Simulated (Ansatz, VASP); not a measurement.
## Two plane-wave programs on MoS2

```
CELL_PARAMETERS angstrom
1.58000 0.91221 6.15000
-1.58000 0.91221 6.15000
0.00000 -1.82443 6.15000
ATOMIC_POSITIONS crystal
Mo 0.00000 0.00000 0.00000
S 0.41700 0.41700 0.41700
S 0.25000 0.25000 0.25000
```

Alike in both runs: task single point; functional LDA; k mesh 10 × 10 × 10; occupations fermi-dirac, width 0.05 eV; no spin polarisation.

|  | VASP | Ansatz |
| --- | --- | --- |
| version | VASP 6.6.1 | Ansatz 0.2.0 |
| potentials or method | VASP PAW LDA potentials, release 64 (Mo_sv, S) | Ansatz PAW |
| plane-wave cutoff (eV) | 520 | 420 |
| valence electrons in the cell | 26 | 26 |

Ansatz gave:

- gap on the k mesh at the Fermi level (eV): 0.88
- least direct gap on the mesh (eV): 1.96
- pressure (GPa): -2.4
- traceless stress, the component that is largest in VASP (GPa): 1.67
- rms of the force components (eV/Å): 0.039

**Question.** What did VASP give for the same quantities?

**Answer.** gap on the k mesh at the Fermi level (eV): 0.89; least direct gap on the mesh (eV): 1.96; pressure (GPa): -2.3; traceless stress, the component that is largest in VASP (GPa): 1.64; rms of the force components (eV/Å): 0.043.

LDA's correlation is that of Perdew and Zunger in VASP and of Perdew and Wang (1992) in Ansatz. Atom by atom the forces differ by 0.008 eV/Å (rms over components).
